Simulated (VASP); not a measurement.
# BP (F-43m) in VASP: a series of runs, part 2 of 2

VASP 6.6.1. The steps go on from the part before.

## 3. Single point, r2SCAN (volume scaled by 1.06)

Contents of POSCAR:

```
BP
1.0
    0.0000000000      2.3127539219      2.3127539219
    2.3127539219      0.0000000000      2.3127539219
    2.3127539219      2.3127539219      0.0000000000
B P
1 1
Direct
    0.0000000000      0.0000000000      0.0000000000
    0.2500000000      0.2500000000      0.2500000000
```

Contents of INCAR.step1:

```
SYSTEM = BP
PREC = Accurate
ENCUT = 520
ISMEAR = 0
SIGMA = 0.02
LREAL = .False.
LASPH = .True.
NELM = 80
NBANDS = 11
GGA = PE
ALGO = Normal
EDIFF = 1E-4
LWAVE = .True.
LCHARG = .False.
```

Contents of INCAR.step2:

```
SYSTEM = BP
PREC = Accurate
ENCUT = 520
EDIFF = 1E-6
ISMEAR = 0
SIGMA = 0.02
LREAL = .False.
LASPH = .True.
NELM = 80
ALGO = Normal
ISIF = 2
LWAVE = .False.
LCHARG = .True.
METAGGA = R2SCAN
LMIXTAU = .True.
LELF = .True.
LVHAR = .True.
NBANDS = 11
ISTART = 1
```

Contents of KPOINTS:

```
Automatic mesh
0
Gamma
  10 10 10
  0 0 0
```

Potentials or basis: VASP PAW PBE potentials, release 64 (B, P).

Started as:

```
cat potpaw_PBE.64/B/POTCAR potpaw_PBE.64/P/POTCAR > POTCAR
cp INCAR.step1 INCAR
mpirun -np 1 vasp_std > vasp.out
cp INCAR.step2 INCAR
mpirun -np 1 vasp_std > vasp.out
```

Wall time 26 s (1 thread of Intel Xeon Platinum 8259CL at 2.50GHz (Skylake/Cascade Lake), shared host); peak memory 0.14 GiB.

Results (log left out):

| Item | Value |
| --- | --- |
| Free energy | -17.2676 eV |
| Pressure | -9.3 GPa |
| Band gap on the k mesh | 1.52 eV, indirect (least direct gap 3.56 eV) |

Levels at points of the mesh, in eV from the valence-band top:
| k point | band 1 | band 2 | band 3 | band 4 | band 5 | band 6 | band 7 | band 8 | band 9 |
| --- | --- | --- | --- | --- | --- | --- | --- | --- | --- |
| (0.00, 0.00, 0.00) | -15.74 | 0.00 | 0.00 | 0.00 | 3.56 | 3.56 | 3.56 | 7.11 | 11.98 |
| (0.50, 0.00, 0.00) | -12.47 | -9.08 | -1.79 | -1.79 | 3.78 | 4.99 | 4.99 | 10.70 | 15.11 |
| (0.50, 0.50, 0.00) | -10.89 | -8.82 | -4.13 | -4.13 | 1.65 | 1.96 | 12.50 | 12.50 | 15.68 |

Caveat: the cell differs from its parent crystal (volume scaled by 1.06); the PAW data sets were made with another functional, which shifts forces and pressure a little.

## 4. Relaxation of cell and atoms, r2SCAN

This run uses another cell than the first one, of 11.68 Å³/atom, 0.972 times its volume.

Contents of POSCAR:

```
BP
1.0
    0.0000000000      2.2690000000      2.2690000000
    2.2690000000      0.0000000000      2.2690000000
    2.2690000000      2.2690000000      0.0000000000
B P
1 1
Direct
    0.0000000000      0.0000000000      0.0000000000
    0.2500000000      0.2500000000      0.2500000000
```

Contents of INCAR.step1:

```
PREC = Accurate
ENCUT = 600
ISMEAR = 0
SIGMA = 0.02
LREAL = F
LASPH = T
NELM = 100
GGA = PE
ALGO = Normal
EDIFF = 1E-4
LWAVE = T
LCHARG = F
```

Contents of INCAR.step2:

```
PREC = Accurate
ENCUT = 600
EDIFF = 1E-7
ISMEAR = 0
SIGMA = 0.02
LREAL = F
LASPH = T
NELM = 100
ALGO = Normal
ISIF = 3
LWAVE = F
LCHARG = F
METAGGA = R2SCAN
LMIXTAU = T
IBRION = 2
NSW = 100
EDIFFG = -0.005
ISTART = 1
```

Contents of KPOINTS:

```
regular mesh
0
Gamma
  10 10 10
```

Started as:

```
cat potpaw_PBE.64/B/POTCAR potpaw_PBE.64/P/POTCAR > POTCAR
cp INCAR.step1 INCAR
mpirun -np 1 vasp_std > vasp.out
cp INCAR.step2 INCAR
mpirun -np 1 vasp_std > vasp.out
```

Wall time 1.8 min (1 thread of Intel Xeon Platinum 8259CL at 2.50GHz (Skylake/Cascade Lake), shared host); peak memory 0.16 GiB.

It converged, with:

| Item | Value |
| --- | --- |
| Free energy | -17.3140 eV |
| Relaxed volume | 11.64 Å³/atom |
| Relaxed cell | a = 3.205 Å, b = 3.205 Å, c = 3.205 Å, α = 60.00°, β = 60.00°, γ = 60.00° |
| Space group after relaxing (to 0.05 Å) | F-43m (No. 216) |
| Energy gained by relaxing | 0.1 meV/atom |
| Ionic steps | 3 |
| Pressure after relaxing | 0.0 GPa |
| Band gap on the k mesh | 1.44 eV, indirect (least direct gap 3.65 eV) |

The path:
| step | energy change (eV) | largest force (eV/Å) | pressure (GPa) | volume (Å³) |
| --- | --- | --- | --- | --- |
| 1 | 0.0000 | 0.0000 | -0.66 | 23.36 |
| 2 | -0.0001 | 0.0000 | 0.53 | 23.20 |
| 3 | -0.0002 | 0.0000 | 0.01 | 23.27 |

Final structure:
```
CELL_PARAMETERS angstrom
0.00000 2.26602 2.26602
2.26602 0.00000 2.26602
2.26602 2.26602 0.00000
ATOMIC_POSITIONS crystal
B 0.00000 0.00000 0.00000
P 0.25000 0.25000 0.25000
```

Levels at points of the mesh, in eV from the valence-band top:
```tsv
k point	band 1	band 2	band 3	band 4	band 5	band 6	band 7	band 8
(0.00, 0.00, 0.00)	-16.30	0.00	0.00	0.00	3.65	3.65	3.65	8.07
(0.50, 0.00, 0.00)	-12.79	-9.53	-1.87	-1.87	4.16	5.03	5.03	10.94
(0.50, 0.50, 0.00)	-11.11	-9.15	-4.36	-4.36	1.53	1.91	13.10	13.10
```

Caveat: the PAW data sets were made with another functional, which shifts forces and pressure a little.

## 5. Single point, r2SCAN

This run uses another cell than the first one, of 11.67 Å³/atom, 0.971 times its volume.

Contents of POSCAR:

```
BP
1.0
    0.0000000000      2.2682668141      2.2682668141
    2.2682668141      0.0000000000      2.2682668141
    2.2682668141      2.2682668141      0.0000000000
B P
1 1
Direct
    0.0000000000      0.0000000000      0.0000000000
    0.7500000000      0.7500000000      0.7500000000
```

Contents of INCAR.step1:

```
SYSTEM = BP
PREC = Accurate
ENCUT = 520
ISMEAR = 0
SIGMA = 0.02
LREAL = .FALSE.
LASPH = .TRUE.
NELM = 80
NBANDS = 11
GGA = PE
ALGO = Normal
EDIFF = 1E-4
LWAVE = .TRUE.
LCHARG = .FALSE.
```

Contents of INCAR.step2:

```
SYSTEM = BP
PREC = Accurate
ENCUT = 520
EDIFF = 1E-7
ISMEAR = 0
SIGMA = 0.02
LREAL = .FALSE.
LASPH = .TRUE.
NELM = 80
ALGO = Normal
ISIF = 2
LWAVE = .FALSE.
LCHARG = .FALSE.
METAGGA = R2SCAN
LMIXTAU = .TRUE.
NBANDS = 11
ISTART = 1
```

Contents of KPOINTS:

```
Automatic mesh
0
G
  10 10 10
  0 0 0
```

Started as:

```
cat potpaw_PBE.64/B/POTCAR potpaw_PBE.64/P/POTCAR > POTCAR
cp INCAR.step1 INCAR
mpirun -np 1 vasp_std > vasp.out
cp INCAR.step2 INCAR
mpirun -np 1 vasp_std > vasp.out
```

It took 16 s on 1 thread of Intel Xeon 6975P-C (Granite Rapids), shared host; peak memory 0.14 GiB.

It converged, with:

* Free energy: -17.3113 eV
* Pressure: -0.5 GPa
* Band gap on the k mesh: 1.45 eV, indirect (least direct gap 3.64 eV)

Levels at points of the mesh, in eV from the valence-band top:
```
           k point  band 1  band 2  band 3  band 4  band 5  band 6  band 7  band 8
(0.00, 0.00, 0.00)  -16.27    0.00    0.00    0.00    3.64    3.64    3.64    8.03
(0.50, 0.00, 0.00)  -12.77   -9.51   -1.87   -1.87    4.14    5.03    5.03   10.92
(0.50, 0.50, 0.00)  -11.10   -9.13   -4.35   -4.35    1.54    1.91   13.07   13.07
```

Caveat: the PAW data sets were made with another functional, which shifts forces and pressure a little.

## 6. Relaxation of cell and atoms, r2SCAN

This run uses another cell than the first one, of 11.68 Å³/atom, 0.972 times its volume.

Contents of POSCAR:

```
BP
1.0
    0.0000000000      2.2690000000      2.2690000000
    2.2690000000      0.0000000000      2.2690000000
    2.2690000000      2.2690000000      0.0000000000
B P
1 1
Direct
    0.0000000000      0.0000000000      0.0000000000
    0.7500000000      0.7500000000      0.7500000000
```

Contents of INCAR.step1:

```
PREC = Accurate
ENCUT = 600
ISMEAR = 0
SIGMA = 0.02
LREAL = F
LASPH = T
NELM = 100
GGA = PE
ALGO = Normal
EDIFF = 1E-4
LWAVE = T
LCHARG = F
```

Contents of INCAR.step2:

```
PREC = Accurate
ENCUT = 600
EDIFF = 1E-7
ISMEAR = 0
SIGMA = 0.02
LREAL = F
LASPH = T
NELM = 100
ALGO = Normal
ISIF = 3
LWAVE = F
LCHARG = F
METAGGA = R2SCAN
LMIXTAU = T
IBRION = 2
NSW = 100
EDIFFG = -0.005
ISTART = 1
```

Contents of KPOINTS:

```
regular mesh
0
Gamma
  10 10 10
```

Potentials or basis: VASP PAW PBE potentials, release 64 (B, P).

Started as:

```
cat potpaw_PBE.64/B/POTCAR potpaw_PBE.64/P/POTCAR > POTCAR
cp INCAR.step1 INCAR
mpirun -np 1 vasp_std > vasp.out
cp INCAR.step2 INCAR
mpirun -np 1 vasp_std > vasp.out
```

Wall time 52 s (1 thread of Intel Xeon 6975P-C (Granite Rapids), shared host); peak memory 0.16 GiB.

Results (log left out):

```yaml
Free_energy: -17.3140 eV
Relaxed_volume: 11.64 Å³/atom
Relaxed_cell: a = 3.205 Å, b = 3.205 Å, c = 3.205 Å, α = 60.00°, β = 60.00°, γ = 60.00°
Space_group_after_relaxing_to_0.05_Å: F-43m (No. 216)
Energy_gained_by_relaxing: 0.1 meV/atom
Ionic_steps: 3
Pressure_after_relaxing: 0.0 GPa
Band_gap_on_the_k_mesh: 1.44 eV, indirect (least direct gap 3.65 eV)
```

Step by step:
```tsv
step	energy change (eV)	largest force (eV/Å)	pressure (GPa)	volume (Å³)
1	0.0000	0.0000	-0.66	23.36
2	-0.0001	0.0000	0.53	23.20
3	-0.0002	0.0000	0.01	23.27
```

Final structure:
```yaml
crystal:
  lattice:
    - [0.00000, 2.26602, 2.26602]
    - [2.26602, 0.00000, 2.26602]
    - [2.26602, 2.26602, 0.00000]
  atoms:
    - { symbol: B, position: [0.00000, 0.00000, 0.00000] }
    - { symbol: P, position: [0.75000, 0.75000, 0.75000] }
```

Levels at points of the mesh, in eV from the valence-band top:
```csv
k point,band 1,band 2,band 3,band 4,band 5,band 6,band 7,band 8
"(0.00, 0.00, 0.00)",-16.30,0.00,0.00,0.00,3.65,3.65,3.65,8.07
"(0.50, 0.00, 0.00)",-12.79,-9.53,-1.87,-1.87,4.16,5.03,5.03,10.94
"(0.50, 0.50, 0.00)",-11.11,-9.15,-4.36,-4.36,1.53,1.91,13.10,13.10
```

Caveat: the PAW data sets were made with another functional, which shifts forces and pressure a little. r2SCAN opens gaps a little over a GGA but as a rule still falls short of measured ones.

## 7. Overview

```tsv
task	cell	cutoff (eV)	gap on the mesh (eV)	pressure (GPa)
single point	a = 3.240 Å, angles 60.0°, 2 atoms	520	1.48	-5.2
single point	a = 3.271 Å, angles 60.0°, 2 atoms	520	1.52	-9.3
relaxation of cell and atoms	relaxed from a = 3.209 Å, angles 60.0°, 2 atoms	600	1.44	0.0
single point	a = 3.208 Å, angles 60.0°, 2 atoms	520	1.45	-0.5
```

Alike in all rows: level r2SCAN; potentials or basis VASP PAW PBE potentials, release 64 (B, P); no spin polarisation; k mesh 10 × 10 × 10; smearing gaussian 0.02 eV.

Caveats: the PAW data sets were made with another functional, which shifts forces and pressure a little.

Absolute energies hang on the potentials; compare differences alone.
